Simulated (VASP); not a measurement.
V:

```
V
1.0
     3.47484    0.00000    0.00000
     0.00000    3.47484    0.00000
     0.00000    0.00000    6.31241
V
5
Direct
  0.50000 0.00000 0.30588
  0.00000 0.50000 0.69412
  0.00000 0.50000 0.30588
  0.50000 0.00000 0.69412
  0.00000 0.00000 0.00000
```

* Program: VASP 6.6.1
* Task: relaxation of cell and atoms
* Functional: PBE
* Potentials or basis: VASP PAW PBE potentials, release 64 (V_sv)
* Cutoff: 600 eV
* k mesh: 6 × 6 × 4
* Occupations: gaussian, width 0.1 eV
* Spin: no spin polarisation

At the start: pressure 0.4 GPa; volume 15.24 Å³/atom.

**Question.** Where does the relaxation end?

**Answer.** Over 5 steps the energy falls by 2.7 meV/atom and the volume is 15.27 Å³/atom (+0.2 %); space group P4/mmm (No. 123, to 0.1 Å) before and after.

The path:
| step | energy change (eV) | largest force (eV/Å) | pressure (GPa) | volume (Å³) |
| --- | --- | --- | --- | --- |
| 1 | 0.0000 | 0.2352 | 0.40 | 76.22 |
| 2 | -0.0100 | 0.1171 | -0.42 | 76.64 |
| 3 | -0.0114 | 0.0682 | -0.76 | 76.85 |
| 4 | -0.0129 | 0.0064 | 0.58 | 76.09 |
| 5 | -0.0133 | 0.0266 | 0.11 | 76.34 |

Final structure:
```
CELL_PARAMETERS angstrom
3.46349 0.00000 0.00000
0.00000 3.46349 0.00000
0.00000 0.00000 6.36376
ATOMIC_POSITIONS crystal
V 0.50000 0.00000 0.30243
V 0.00000 0.50000 0.69757
V 0.00000 0.50000 0.30243
V 0.50000 0.00000 0.69757
V 0.00000 0.00000 0.00000
```
